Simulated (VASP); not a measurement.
Here is a VASP 6.6.1 calculation.

INCAR

```
SYSTEM = GaAs
ALGO = Normal
EDIFF = 1E-6
ENCUT = 510
GGA = PE
GGA_COMPAT = .FALSE.
ISIF = 2
ISMEAR = -1
LASPH = .TRUE.
LCHARG = .TRUE.
LELF = .TRUE.
LREAL = .FALSE.
LVHAR = .TRUE.
LWAVE = .FALSE.
NBANDS = 21
NELM = 120
PREC = Accurate
SIGMA = 0.02
```

Contents of KPOINTS:

```
k-points
0
G
  8 8 8
  0 0 0
```

POSCAR

```
GaAs
1.0
    0.0000000000      2.8330850953      2.8330850953
    2.8472505207      0.0000000000      2.8330850953
    2.8472505207      2.8330850953      0.0000000000
Ga As
1 1
Direct
    0.0000000000      0.0000000000      0.0000000000
    0.2500000000      0.2500000000      0.2500000000
```

Potentials or basis: VASP PAW PBE potentials, release 64 (Ga_d, As_d).

The run is started by

```console
$ cat potpaw_PBE.64/Ga_d/POTCAR potpaw_PBE.64/As_d/POTCAR > POTCAR
$ mpirun -np 1 vasp_std > vasp.out
```

**Question.** Estimate the pressure.

**Answer.** 2.4 GPa.

**Question.** Estimate the band gap on the k mesh.

**Answer.** 0.42 eV.

Stress tensor (GPa, compression positive):
```
2.16 0.00 0.00
0.00 2.46 0.00
0.00 0.00 2.46
```

Caveat: the cell differs from its parent crystal (uniaxial x strain +0.5%); semilocal functionals underestimate gaps, and a narrow one can read as zero.
